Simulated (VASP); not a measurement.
A run of VASP 6.6.1 is set up as follows.

INCAR

```
  PREC = Accurate
  ENCUT = 520
  EDIFF = 1E-7
  ISMEAR = 0
  SIGMA = 0.05
  LREAL = F
  LASPH = T
  NELM = 150
  ALGO = Normal
  ISIF = 2
  LWAVE = F
  LCHARG = F
  ISPIN = 2
  MAGMOM = 0.98 -0.98
  LORBIT = 11
  LMAXMIX = 4
  GGA = PE
  NBANDS = 23
```

Contents of KPOINTS:

```
regular mesh
0
Gamma
  16 16 16
```

POSCAR

```
Cr
1.0
    2.8664308390      0.0000000000      0.0000000000
    0.0000000000      2.8664308390      0.0000000000
    0.0000000000      0.0000000000      2.8664308390
Cr
2
Direct
    0.0000000000      0.0000000000      0.0000000000
    0.5000000000      0.5000000000      0.5000000000
```

Potentials or basis: VASP PAW PBE potentials, release 64 (Cr_pv).

Launch:

```sh
$ cat potpaw_PBE.64/Cr_pv/POTCAR > POTCAR
$ mpirun -np 1 vasp_std > vasp.out
```

Task: What does it give for the pressure?

Result: -0.1 GPa.

Task: What does it give for the site moments?

Result: Cr +1.13, -1.13 μB.

Task: Estimate the band gap on the k mesh.

Result: Zero (filled and empty bands overlap).
